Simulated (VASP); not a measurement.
Input of a VASP 6.6.1 run:

The input INCAR:

```
PREC = Accurate
ENCUT = 520
EDIFF = 1E-6
ISMEAR = 1
SIGMA = 0.01
LREAL = F
LASPH = T
NELM = 80
ALGO = Normal
ISIF = 2
LWAVE = F
LCHARG = F
NBANDS = 70
```

The input KPOINTS:

```
regular mesh
0
Gamma
  4 4 4
```

POSCAR

```
TiTe4Mo4Se4
1.0
    0.0000000000      5.2656830000      5.2656830000
    5.2656830000      0.0000000000      5.2656830000
    5.2656830000      5.2656830000      0.0000000000
Mo Se Te Ti
4 4 4 1
Direct
    0.4025000000      0.4025000000      0.4025000000
    0.7925000000      0.4025000000      0.4025000000
    0.4025000000      0.4025000000      0.7925000000
    0.4025000000      0.7925000000      0.4025000000
    0.6338000000      0.6338000000      0.6338000000
    0.0986000000      0.6338000000      0.6338000000
    0.6338000000      0.6338000000      0.0986000000
    0.6338000000      0.0986000000      0.6338000000
    0.1372000000      0.1372000000      0.1372000000
    0.5884000000      0.1372000000      0.1372000000
    0.1372000000      0.1372000000      0.5884000000
    0.1372000000      0.5884000000      0.1372000000
    0.0000000000      0.0000000000      0.0000000000
```

Potentials or basis: VASP PAW LDA potentials, release 64 (Mo_sv, Se, Te, Ti_sv).

Launch:

```console
$ cat potpaw_LDA.64/Mo_sv/POTCAR potpaw_LDA.64/Se/POTCAR potpaw_LDA.64/Te/POTCAR potpaw_LDA.64/Ti_sv/POTCAR > POTCAR
$ mpirun -np 1 vasp_std > vasp.out
```

(1) Estimate the pressure.

(2) What does it give for the largest force?

(3) Predict the band gap on the k mesh.

## Answers

(1) -0.7 GPa.

(2) 1.030 eV/Å.

(3) 0.48 eV.

Caveat: spin-orbit coupling is left out, which moves the levels of the heavy elements; forces of over 1 eV/Å act on the atoms, so gaps and moduli don't describe the material at rest.
